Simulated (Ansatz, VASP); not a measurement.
# One calculation of Li2BrCl, two programs

Contents of INCAR:

```
PREC     = Accurate       # precision mode
ENCUT    = 520            # plane-wave cutoff, eV
EDIFF    = 1E-7           # SCF threshold, eV
ISMEAR   = 0              # smearing method
SIGMA    = 0.01           # smearing width, eV
LREAL    = F              # projectors in reciprocal space
LASPH    = T              # aspherical terms in the spheres
NELM     = 80             # most SCF steps
ALGO     = Normal         # electronic algorithm
ISIF     = 2              # what is computed and relaxed
LWAVE    = F              # write WAVECAR
LCHARG   = F              # write CHGCAR
GGA      = PE             # functional
NBANDS   = 18             # bands
```

The input KPOINTS:

```
regular mesh
0
Gamma
  6 6 6
```

The input POSCAR:

```
Li2BrCl
1.0
    1.9242973249      1.1109935785      6.2774082877
   -1.9242973249      1.1109935785      6.2774082877
    0.0000000000     -2.2219871571      6.2774082877
Cl Br Li
1 1 2
Direct
    1.0000000000      0.0000000000      0.0000000000
    0.5000000000      0.5000000000      0.5000000000
    0.2543785645      0.2543785645      0.2543785645
    0.7456214355      0.7456214355      0.7456214355
```

Input for Ansatz:

```yaml
crystal:
  lattice:
    - [1.9242973249, 1.1109935785, 6.2774082877]
    - [-1.9242973249, 1.1109935785, 6.2774082877]
    - [0.0, -2.2219871571, 6.2774082877]
  atoms:
    - { symbol: Cl, position: [1.0, 0.0, 0.0] }
    - { symbol: Br, position: [0.5, 0.5, 0.5] }
    - { symbol: Li, position: [0.2543785645, 0.2543785645, 0.2543785645] }
    - { symbol: Li, position: [0.7456214355, 0.7456214355, 0.7456214355] }
kpoints:
  mp_grid: { grid: [6, 6, 6] }
hamiltonian:
  xc: pbe
scf:
  occupations: { method: fixed }
  n_extra_bands: 5
output:
  forces: true
  stress: true
  eigenvalues: true
```

Alike in both runs: task single point; functional PBE; k mesh 6 × 6 × 6; no spin polarisation.

|  | VASP | Ansatz |
| --- | --- | --- |
| version | VASP 6.6.1 | Ansatz 0.2.0 |
| potentials or method | VASP PAW PBE potentials, release 64 (Cl, Br, Li_sv) | plane waves, PAW |
| plane-wave cutoff (eV) | 520 | 420 |
| occupations | gaussian, width 0.01 eV | fixed |
| valence electrons in the cell | 20 | 20 |

```tsv
	VASP	Ansatz	Ansatz less VASP
gap on the k mesh at the Fermi level (eV)	4.79	4.78	-0.011
rms of the force components (eV/Å)	0.005	0.005	-0.0002
```

Atom by atom the forces differ by 0.000 eV/Å (rms over components).

Noted on VASP's run: the cutoff is short for stress, so the pressure is rough.
